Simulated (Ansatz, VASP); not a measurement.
**CuO: VASP beside Ansatz**

The input INCAR:

```
SYSTEM = CuO
ALGO = Normal
EDIFF = 1E-7
ENCUT = 520
GGA = PS
ISIF = 2
ISMEAR = 0
LASPH = .True.
LCHARG = .False.
LREAL = .False.
LWAVE = .False.
NBANDS = 25
NELM = 100
PREC = Accurate
SIGMA = 0.1
```

KPOINTS

```
k-points
0
Gamma
  10 10 6
  0 0 0
```

Contents of POSCAR:

```
CuO
1.0
    1.9909680000     -2.1535500000      0.0000000000
    1.9909680000      2.1535500000      0.0000000000
    0.0000000000      0.0000000000      5.1559280000
Cu O
2 2
Direct
    0.0000000000      0.5000000000      0.0000000000
    0.5000000000      0.0000000000      0.5000000000
    0.5000000000      0.5000000000      0.2500000000
    0.5000000000      0.5000000000      0.7500000000
```

Input for Ansatz:

```yaml
crystal:
  lattice:
    - [1.990968, -2.15355, 0.0]
    - [1.990968, 2.15355, 0.0]
    - [0.0, 0.0, 5.155928]
  atoms:
    - { symbol: Cu, position: [0.0, 0.5, 0.0] }
    - { symbol: Cu, position: [0.5, 0.0, 0.5] }
    - { symbol: O, position: [0.5, 0.5, 0.25] }
    - { symbol: O, position: [0.5, 0.5, 0.75] }
basis:
  ecutwfc: 420
kpoints:
  mp_grid: { grid: [10, 10, 6] }
hamiltonian:
  xc: pbesol
scf:
  occupations: { method: gaussian, width: 0.1 }
output:
  forces: true
  stress: true
  eigenvalues: true
```

Alike in both runs: task single point; functional PBEsol; k mesh 10 × 10 × 6; occupations gaussian, width 0.1 eV; no spin polarisation.

```csv
,VASP,Ansatz
version,VASP 6.6.1,Ansatz 0.2.0
potentials or method,"VASP PAW PBE potentials, release 64 (Cu, O), cutoff 520 eV","scalar-relativistic, plane waves, PAW"
valence electrons in the cell,34,50
```

```csv
,VASP,Ansatz,Ansatz less VASP
gap on the k mesh at the Fermi level (eV),none,none,-
pressure (GPa),-5.4,-6.1,-0.67
"traceless stress, the component that is largest in VASP (GPa)",1.24,1.45,+0.216
```

VASP's potentials were made for PBE, not for PBEsol. A gap of «none» marks a metal or a gap that the smearing closes. VASP's potentials hold 34 valence electrons a cell and Ansatz's 50, so a difference there can come from the potentials and not from the codes.
